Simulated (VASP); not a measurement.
A run of VASP 6.6.1:

INCAR

```
PREC = Accurate
ENCUT = 600
EDIFF = 1E-6
ISMEAR = 1
SIGMA = 0.1
LREAL = False
LASPH = True
NELM = 80
ALGO = Normal
ISIF = 3
LWAVE = False
LCHARG = False
IBRION = 2
NSW = 50
EDIFFG = -0.03
```

The input KPOINTS:

```
Automatic mesh
0
Gamma
  6 6 6
```

File POSCAR:

```
AgAu
1.0
    4.1411731729      0.0000000000      0.0000000000
    0.0000000000      3.9621709452      0.0000000000
    0.0000000000      0.0000000000      3.9621709452
Au Ag
2 2
Direct
    0.0000000000      0.0000000000      0.0000000000
    0.0000000000      0.5000000000      0.5000000000
    0.5000000000      0.0000000000      0.5000000000
    0.5000000000      0.5000000000      0.0000000000
```

Potentials or basis: VASP PAW LDA potentials, release 64 (Au, Ag).

The run is started by

```console
$ cat potpaw_LDA.64/Au/POTCAR potpaw_LDA.64/Ag/POTCAR > POTCAR
$ mpirun -np 1 vasp_std > vasp.out
```

Hardware: 1 thread of Intel(R) Xeon(R) Platinum 8259CL CPU @ 2.50GHz (Skylake/Cascade Lake) (shared host).

Question: How long does it take, and how much memory?

Answer: Wall time 120 s on 1 thread of Intel(R) Xeon(R) Platinum 8259CL CPU @ 2.50GHz (Skylake/Cascade Lake) (shared host), peak memory 0.22 GiB. Counts: scf iterations 24, k points 40, ion steps 3.
